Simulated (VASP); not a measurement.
# SiO2 (P4_2/mnm) in VASP: further runs

Runs on SiO2. Level: LDA. Tasks: single point.

All numbers are computed with VASP 6.6.1; they aren't measurements. Logs are shortened: lines on timing, memory, paths and dates and some standing lists are left out, and cuts for length are marked.

### 1 The cell of the first run

It takes space group P4_2/mnm (No. 136, tetragonal). Conventional cell: a = 4.161 Å, b = 4.161 Å, c = 2.570 Å, α = 90.00°, β = 90.00°, γ = 90.00°. Within 2.3 Å of Si (site symmetry mmm) lie 6 O at 1.72 to 1.80 Å. O (site symmetry m2m) has 3 Si at 1.72 to 1.80 Å and 1 O at 2.29 Å within 2.3 Å.

### 2 Single point, LDA (7.41 Å³/atom)

Contents of INCAR:

```
SYSTEM = SiO2
ALGO     = Normal         ! electronic algorithm
EDIFF    = 1E-6           ! SCF threshold, eV
ENCUT    = 1340           ! plane-wave cutoff, eV
GGA      = CA             ! functional
GGA_COMPAT= .False.      
ISIF     = 2              ! what is computed and relaxed
ISMEAR   = 0              ! smearing method
LASPH    = .True.         ! aspherical terms in the spheres
LCHARG   = .False.        ! write CHGCAR
LREAL    = .False.        ! projectors in reciprocal space
LWAVE    = .False.        ! write WAVECAR
NBANDS   = 25             ! bands
NELM     = 120            ! most SCF steps
PREC     = Accurate       ! precision mode
SIGMA    = 0.05           ! smearing width, eV
```

Contents of KPOINTS:

```
k-points
0
Gamma
  6 6 10
  0 0 0
```

Contents of POSCAR:

```
SiO2
1.0
    4.1605044200      0.0000000000      0.0000000000
    0.0000000000      4.1605044200      0.0000000000
    0.0000000000      0.0000000000      2.5695275298
Si O
2 4
Direct
    0.5000000000      0.5000000000      0.5000000000
    0.0000000000      0.0000000000      0.0000000000
    0.6944252994      0.6944252994      0.0000000000
    0.1944252994      0.8055747006      0.5000000000
    0.3055747006      0.3055747006      0.0000000000
    0.8055747006      0.1944252994      0.5000000000
```

Potentials or basis: VASP PAW LDA potentials, release 64 (Si, O_h).

Launch:

```
$ cat potpaw_LDA.64/Si/POTCAR potpaw_LDA.64/O_h/POTCAR > POTCAR
$ mpirun -np 1 vasp_std > vasp.out
```

OUTCAR:

```text
SYSTEM = SiO2
   EDIFF = 1E-6
   ENCUT = 1340
   GGA = CA
   ISIF = 2
   ISMEAR = 0
   LASPH = .True.
   LREAL = .False.
   NELM = 120
   PREC = Accurate

 ion  position               nearest neighbor table
   1  0.500  0.500  0.500-   3 1.72   5 1.72   3 1.72   5 1.72   4 1.80   6 1.80
   2  0.000  0.000  0.000-   4 1.72   6 1.72   4 1.72   6 1.72   5 1.80   3 1.80
   3  0.694  0.694  0.000-   1 1.72   1 1.72   2 1.80
   4  0.194  0.806  0.500-   2 1.72   2 1.72   1 1.80
   5  0.306  0.306  0.000-   1 1.72   1 1.72   2 1.80
   6  0.806  0.194  0.500-   2 1.72   2 1.72   1 1.80

  LATTYP: Found a simple tetragonal cell.
 ALAT       =     4.1605044200
 C/A-ratio  =     0.6176000000

  Lattice vectors:

 A1 = (   4.1605044200,   0.0000000000,   0.0000000000)
 A2 = (   0.0000000000,   4.1605044200,   0.0000000000)
 A3 = (   0.0000000000,   0.0000000000,   2.5695275298)

Analysis of symmetry for initial positions (statically):
=====================================================================
 Subroutine PRICEL returns:
 Original cell was already a primitive cell.

 Routine SETGRP: Setting up the symmetry group for a
 simple tetragonal supercell.

 Subroutine GETGRP returns: Found 16 space group operations
 (whereof  8 operations were pure point group operations)
 out of a pool of 16 trial point group operations.

The static configuration has the point symmetry D_2h.
 The point group associated with its full space group is D_4h.

Analysis of symmetry for dynamics (positions and initial velocities):
=====================================================================
 Subroutine PRICEL returns:
 Original cell was already a primitive cell.

 Routine SETGRP: Setting up the symmetry group for a
 simple tetragonal supercell.

 Subroutine GETGRP returns: Found 16 space group operations
 (whereof  8 operations were pure point group operations)
 out of a pool of 16 trial point group operations.

The dynamic configuration has the point symmetry D_2h.
 The point group associated with its full space group is D_4h.

 Subroutine INISYM returns: Found 16 space group operations
 (whereof  8 operations are pure point group operations),
 and found     1 'primitive' translations

----------------------------------------------------------------------------------------

                                     Primitive cell

  volume of cell :      44.4780

  direct lattice vectors                    reciprocal lattice vectors
     4.160504420  0.000000000  0.000000000     0.240355471  0.000000000  0.000000000
     0.000000000  4.160504420  0.000000000     0.000000000  0.240355471  0.000000000
     0.000000000  0.000000000  2.569527530     0.000000000  0.000000000  0.389176605

  length of vectors
     4.160504420  4.160504420  2.569527530     0.240355471  0.240355471  0.389176605

  position of ions in fractional coordinates (direct lattice)
     0.500000000  0.500000000  0.500000000
     0.000000000  0.000000000  0.000000000
     0.694425299  0.694425299  0.000000000
     0.194425299  0.805574701  0.500000000
     0.305574701  0.305574701  0.000000000
     0.805574701  0.194425299  0.500000000

  ion indices of the primitive-cell ions
   primitive index   ion index
                 1           1
                 2           2
                 3           3
                 4           4
                 5           5
                 6           6

----------------------------------------------------------------------------------------

 KPOINTS: k-points

Automatic generation of k-mesh.
 Grid dimensions read from file:
 generate k-points for:    6    6   10

 Generating k-lattice:

  Cartesian coordinates                     Fractional coordinates (reciprocal lattice)
     0.040059245  0.000000000  0.000000000     0.166666667  0.000000000  0.000000000
     0.000000000  0.040059245  0.000000000     0.000000000  0.166666667  0.000000000
     0.000000000  0.000000000  0.038917660     0.000000000  0.000000000  0.100000000

  Length of vectors
     0.040059245  0.040059245  0.038917660

  Shift w.r.t. Gamma in fractional coordinates (k-lattice)
     0.000000000  0.000000000  0.000000000

 Subroutine IBZKPT returns following result:
 ===========================================

 Found     60 irreducible k-points:

 Following reciprocal coordinates:
            Coordinates               Weight
  0.000000  0.000000  0.000000      1.000000
  0.166667  0.000000  0.000000      4.000000
  0.333333  0.000000  0.000000      4.000000
  0.500000  0.000000  0.000000      2.000000
  0.166667  0.166667  0.000000      4.000000
  0.333333  0.166667  0.000000      8.000000
[... 16 lines left out ...]
  0.333333  0.000000  0.200000      8.000000
  0.500000  0.000000  0.200000      4.000000
 [... further k-points ...]
   k-points           NKPTS =     60   k-points in BZ     NKDIM =     60   number of bands    NBANDS=     25
   number of dos      NEDOS =    301   number of ions     NIONS =      6
   total plane-waves  NPLWV =  80000
   dimension x,y,z NGX =    50 NGY =   50 NGZ =   32
   dimension x,y,z NGXF=   100 NGYF=  100 NGZF=   64
   ions per type =               2   4
   NGX,Y,Z   is equivalent  to a cutoff of  19.98, 19.98, 20.70 a.u.
   NGXF,Y,Z  is equivalent  to a cutoff of  39.96, 39.96, 41.41 a.u.
 SYSTEM =  SiO2
   PREC   = accura    normal or accurate (medium, high low for compatibility)
   ISTART =      0    job   : 0-new  1-cont  2-samecut
   ICHARG =      2    charge: 1-file 2-atom 10-const
   ISPIN  =      1    spin polarized calculation?
   LNONCOLLINEAR =      F non collinear calculations
   LSORBIT =      F    spin-orbit coupling
   LASPH  =      T    aspherical Exc in radial PAW
   ENCUT  = 1340.0 eV  98.49 Ry    9.92 a.u.  12.42 12.42  7.67*2*pi/ulx,y,z
   NELM   =    120;   NELMIN=  2; NELMDL= -5     # of ELM steps
   EDIFF  = 0.1E-05   stopping-criterion for ELM
   LREAL  =      F    real-space projection
[... 7 lines left out ...]
   TEBEG  =    0.0;   TEEND  =   0.0 temperature during run
   PSTRESS=    0.0 pullay stress
   NELECT =      32.0000    total number of electrons
   NUPDOWN=      -1.0000    fix difference up-down
   EMIN   =  10.00;   EMAX   =-10.00  energy-range for DOS
   EFERMI =   0.00;   METHOD = LEGACY
   ISMEAR =     0;   SIGMA  =   0.05  broadening in eV -4-tet -1-fermi 0-gaus
   EFERMI_NEDOS =   21; number of points for ismear=-14 and -15
   IALGO  =     38    algorithm
   IMIX   =      4    mixing-type and parameters
     AMIX     =   0.40;   BMIX     =  1.00
     AMIX_MAG =   1.60;   BMIX_MAG =  1.00
  volume/ion in A,a.u.               =       7.41        50.03
  Fermi-wavevector in a.u.,A,eV,Ry     =   1.466931  2.772098 29.278201  2.151887
  Thomas-Fermi vector in A             =   2.582610
   LORBIT       =      0    0 simple, 1 ext, 2 COOP (PROOUT), +10 PAW based schemes
   GGA     = CA    functional components
   LHFCALC =     F    Hartree Fock is set to
   AEXX    =    0.0000 exact exchange contribution
   IVDW    =     0    specifies the selected vdW correction
   LEPSILON=     F    determine dielectric tensor
   LRPA    =     F    only Hartree local field effects (RPA)
 non-spin polarized calculation
 Gauss-broadening in eV      SIGMA  =   0.05
  energy-cutoff  :     1340.00
  volume of cell :       44.48
 maximum number of plane-waves:      5016
 NGX is ok and might be reduce to    50
   NGX = 25   NGY = 25   NGZ = 15

 number of electron      32.0000003 magnetization

 Free energy of the ion-electron system (eV)
  ---------------------------------------------------
  ext. energy  EPLUGINS =         0.00000000
  ---------------------------------------------------
  free energy    TOTEN  =       -51.89609798 eV

  energy without entropy =      -51.89609798  energy(sigma->0) =      -51.89609798

 E-fermi :   9.7127     XC(G=0): -12.9667

 val. band max:        9.3795187217   @ k =   0.0000   0.0000   0.0000
 cond. band min:      15.9332446700   @ k =   0.0000   0.0000   0.0000
 fundamental gap:      6.5537259483
 Fermi energy:         9.7126761795

 k-point     1 :       0.0000    0.0000    0.0000
  band No.  band energies     occupation
      1     -13.5289      2.00000
      2      -9.6297      2.00000
      3      -9.6297      2.00000
      4      -9.4210      2.00000
      5      -1.8183      2.00000
      6       2.4365      2.00000
[... 17 lines left out ...]
     24      23.8010      0.00000
     25      25.3486      0.00000

 k-point     2 :       0.1667    0.0000    0.0000
  band No.  band energies     occupation
      1     -13.3773      2.00000
      2     -10.3808      2.00000
      3      -9.5485      2.00000
      4      -8.9920      2.00000
      5      -1.6631      2.00000
      6       1.6996      2.00000
[... 17 lines left out ...]
     24      23.1626      0.00000
     25      25.2103      0.00000

 k-point     3 :       0.3333    0.0000    0.0000
  band No.  band energies     occupation
      1     -12.9332      2.00000
      2     -11.3397      2.00000
      3      -9.3299      2.00000
      4      -8.8786      2.00000
      5      -1.2006      2.00000
      6       0.5670      2.00000
[... 17 lines left out ...]
     24      23.3394      0.00000
     25      24.5975      0.00000

 k-point     4 :       0.5000    0.0000    0.0000
  band No.  band energies     occupation
      1     -12.2311      2.00000
      2     -12.2311      2.00000
      3      -9.0560      2.00000
      4      -9.0560      2.00000
      5      -0.4418      2.00000
      6      -0.4418      2.00000
[... 17 lines left out ...]
     24      23.6770      0.00000
     25      24.2969      0.00000

 k-point     5 :       0.1667    0.1667    0.0000
  band No.  band energies     occupation
      1     -13.2295      2.00000
      2     -10.5859      2.00000
      3      -9.7390      2.00000
      4      -8.8730      2.00000
      5      -1.4648      2.00000
      6       1.6971      2.00000
[... 17 lines left out ...]
     24      22.8952      0.00000
     25      25.1878      0.00000

 k-point     6 :       0.3333    0.1667    0.0000
  band No.  band energies     occupation
      1     -12.7982      2.00000
      2     -11.3060      2.00000
      3      -9.6161      2.00000
      4      -8.9639      2.00000
      5      -0.9124      2.00000
      6       0.8744      2.00000
[... 17 lines left out ...]
     24      23.0754      0.00000
     25      24.5750      0.00000
[... 393 lines left out ...]
 k-point    21 :       0.0000    0.0000    0.2000
  band No.  band energies     occupation
      1     -12.9403      2.00000
      2      -9.3186      2.00000
      3      -9.3093      2.00000
      4      -9.3093      2.00000
      5      -1.5940      2.00000
      6       2.7123      2.00000
[... 17 lines left out ...]
     24      23.7721      0.00000
     25      24.1715      0.00000

 k-point    22 :       0.1667    0.0000    0.2000
  band No.  band energies     occupation
      1     -12.7962      2.00000
      2     -10.0376      2.00000
      3      -9.2452      2.00000
      4      -8.8792      2.00000
      5      -1.3563      2.00000
      6       2.0091      2.00000
[... 17 lines left out ...]
     24      23.4943      0.00000
     25      23.5493      0.00000

 k-point    23 :       0.3333    0.0000    0.2000
  band No.  band energies     occupation
      1     -12.3759      2.00000
      2     -10.8963      2.00000
      3      -9.0770      2.00000
      4      -8.7653      2.00000
      5      -0.7545      2.00000
      6       0.9660      2.00000
[... 17 lines left out ...]
     24      22.4773      0.00000
     25      23.6870      0.00000

 k-point    24 :       0.5000    0.0000    0.2000
  band No.  band energies     occupation
      1     -11.7176      2.00000
      2     -11.7176      2.00000
      3      -8.8775      2.00000
      4      -8.8775      2.00000
      5       0.0376      2.00000
      6       0.0376      2.00000
[... 17 lines left out ...]
     24      22.2978      0.00000
     25      23.5945      0.00000

 [... further k-points ...]

------------------------ aborting loop because EDIFF is reached ----------------------------------------

  FORCE on cell =-STRESS in cart. coord.  units (eV):
  Direction    XX          YY          ZZ          XY          YZ          ZX
  --------------------------------------------------------------------------------------
  -------------------------------------------------------------------------------------
  Total        1.9210491      1.9210491      8.2058156      0.0000000      0.0000000      0.0000000
  in kB       69.1996330     69.1996330    295.5881959      0.0000000      0.0000000      0.0000000
  external PRESSURE =     144.6624873 kB  Pullay stress =       0.0000000 kB

 VOLUME and BASIS-vectors are now :
 -----------------------------------------------------------------------------
  energy-cutoff  :     1340.00
  volume of cell :       44.48
      direct lattice vectors                 reciprocal lattice vectors
     4.160504420  0.000000000  0.000000000     0.240355471  0.000000000  0.000000000
     0.000000000  4.160504420  0.000000000     0.000000000  0.240355471  0.000000000
     0.000000000  0.000000000  2.569527530     0.000000000  0.000000000  0.389176605

 POSITION                                       TOTAL-FORCE (eV/Angst)
 -----------------------------------------------------------------------------------
      2.08025      2.08025      1.28476         0.000000      0.000000      0.000000
      0.00000      0.00000      0.00000         0.000000      0.000000      0.000000
      2.88916      2.88916      0.00000         0.064122      0.064122      0.000000
      0.80891      3.35160      1.28476         0.064122     -0.064122      0.000000
      1.27134      1.27134      0.00000        -0.064122     -0.064122     -0.000000
      3.35160      0.80891      1.28476        -0.064122      0.064122      0.000000
 -----------------------------------------------------------------------------------
    total drift:                                0.000000     -0.000000      0.000000

  FREE ENERGIE OF THE ION-ELECTRON SYSTEM (eV)
  ---------------------------------------------------
  free  energy   TOTEN  =       -51.8960979845 eV

  energy  without entropy=      -51.8960979845  energy(sigma->0) =      -51.89609798
```

It took 2.3 min on 1 thread of AMD EPYC 7R13 (Zen 3), shared host; peak memory 0.32 GiB.

What came out:

```yaml
Free_energy: -51.8961 eV
Pressure: 14.5 GPa
Largest_force: 0.091 eV/Å
Band_gap_on_the_k_mesh: 6.55 eV
```

Forces in eV/Å, atoms in the order of the input:
```
Si   0.000  0.000  0.000
Si   0.000  0.000  0.000
O    0.064  0.064  0.000
O    0.064 -0.064  0.000
O   -0.064 -0.064  0.000
O   -0.064  0.064  0.000
```

Stress tensor (GPa, compression positive):
```
 6.92  0.00  0.00
 0.00  6.92  0.00
 0.00  0.00 29.56
```

Levels at points of the mesh, in eV from the valence-band top:
```csv
k point,band 12,band 13,band 14,band 15,band 16,band 17,band 18,band 19,band 20,band 21
"(0.00, 0.00, 0.00)",-3.09,-2.39,-0.96,-0.96,0.00,6.55,7.18,9.21,9.21,10.80
"(0.50, 0.00, 0.00)",-4.18,-2.64,-2.64,-1.16,-1.16,8.56,8.56,9.68,9.68,10.84
"(0.50, 0.50, 0.00)",-3.22,-2.74,-2.74,-2.58,-2.58,8.17,8.17,10.67,10.67,13.03
"(0.00, 0.00, 0.50)",-4.92,-3.27,-3.27,-2.89,-2.89,9.45,9.45,12.82,12.82,12.88
"(0.50, 0.00, 0.50)",-4.27,-2.48,-2.48,-1.91,-1.91,8.98,8.98,9.93,9.93,12.14
"(0.50, 0.50, 0.50)",-4.78,-1.94,-1.94,-1.68,-1.68,7.48,7.48,11.01,11.01,11.47
```

Caveat: the stress differs along the axes, from 7 to 30 GPa.

### 3 Single point, LDA (7.17 Å³/atom)

This run uses another cell than the first one, of 7.17 Å³/atom.

Contents of INCAR:

```
ALGO     = Normal         # electronic algorithm
EDIFF    = 1E-6           # SCF threshold, eV
ENCUT    = 1340           # plane-wave cutoff, eV
GGA      = CA             # functional
GGA_COMPAT= F            
ISIF     = 2              # what is computed and relaxed
ISMEAR   = 0              # smearing method
LASPH    = T              # aspherical terms in the spheres
LCHARG   = F              # write CHGCAR
LREAL    = F              # projectors in reciprocal space
LWAVE    = F              # write WAVECAR
NBANDS   = 25             # bands
NELM     = 120            # most SCF steps
PREC     = Accurate       # precision mode
SIGMA    = 0.05           # smearing width, eV
```

Contents of KPOINTS:

```
k-points
0
Gamma
  6 6 10
```

Edit POSCAR of step 2 so:

```diff
@@ -2,5 +2,5 @@
 1.0
-    4.1605044200      0.0000000000      0.0000000000
-    0.0000000000      4.1605044200      0.0000000000
-    0.0000000000      0.0000000000      2.5695275298
+    4.3188001594      0.0000000000      0.0000000000
+    0.0000000000      4.3188001594      0.0000000000
+    0.0000000000      0.0000000000      2.3058074051
 Si O
```

Potentials or basis: VASP PAW LDA potentials, release 64 (Si, O_h).

Launch:

```
$ cat potpaw_LDA.64/Si/POTCAR potpaw_LDA.64/O_h/POTCAR > POTCAR
$ mpirun -np 1 vasp_std > vasp.out
```

It took 3.2 min on 1 thread of Intel Xeon Platinum 8375C at 2.90GHz (Ice Lake), shared host; peak memory 0.35 GiB.

Results (log left out):

```
Free energy            : -49.6886 eV
Pressure               : 44.6 GPa
Largest force          : 0.181 eV/Å
Band gap on the k mesh : 6.74 eV
```

Forces on the atoms (eV/Å):
```
Si   0.000  0.000  0.000
Si   0.000  0.000  0.000
O   -0.128 -0.128  0.000
O   -0.128  0.128  0.000
O    0.128  0.128  0.000
O    0.128 -0.128  0.000
```

Stress tensor (GPa, compression positive):
```
  0.27   0.00   0.00
  0.00   0.27   0.00
  0.00   0.00 133.14
```

Levels at points of the mesh, in eV from the valence-band top:
```csv
k point,band 13,band 14,band 15,band 16,band 17,band 18,band 19,band 20
"(0.00, 0.00, 0.00)",-1.01,-1.01,-0.92,0.00,6.74,10.36,10.99,10.99
"(0.50, 0.00, 0.00)",-1.28,-1.28,-1.22,-1.22,8.75,8.75,11.56,11.56
"(0.50, 0.50, 0.00)",-1.92,-1.92,-1.63,-1.63,9.44,9.44,10.99,10.99
"(0.00, 0.00, 0.50)",-2.61,-2.61,-2.52,-2.52,9.86,9.86,12.34,12.34
"(0.50, 0.00, 0.50)",-2.41,-2.41,-1.57,-1.57,9.21,9.21,9.34,9.34
"(0.50, 0.50, 0.50)",-1.94,-1.94,-1.36,-1.36,7.54,7.54,11.14,11.14
```

Caveat: the stress differs along the axes, from 0 to 133 GPa.

[end of part 1 of 2]
